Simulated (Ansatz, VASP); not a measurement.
One calculation of Al, two programs

```
Al
1.0
     2.86428    0.00000    0.00000
    -1.43214    2.48054    0.00000
     0.00000    0.00000    9.30688
Al
4
Direct
  0.66667 0.33333 0.75000
  0.00000 0.00000 0.50000
  0.33333 0.66667 0.25000
  0.00000 0.00000 0.00000
```

Alike in both runs: task single point; functional r2SCAN; k mesh 11 × 11 × 3; occupations fermi-dirac, width 0.05 eV; no spin polarisation.

```csv
,VASP,Ansatz
version,VASP 6.6.1,Ansatz 0.2.0
potentials or method,"VASP PAW PBE potentials, release 64 (Al)",Ansatz PAW
plane-wave cutoff (eV),520,500
valence electrons in the cell,12,12
```

|  | VASP | Ansatz | Ansatz less VASP |
| --- | --- | --- | --- |
| gap on the k mesh at the Fermi level (eV) | none | none | - |
| pressure (GPa) | -3.1 | -2.8 | +0.29 |
| traceless stress, the component that is largest in VASP (GPa) | 1.28 | 1.28 | +0.002 |

VASP's potentials were made for PBE, not for r2SCAN. A gap of «none» marks a metal or a gap that the smearing closes. With one functional, cell and mesh, what is left measures potentials, basis and numerics.
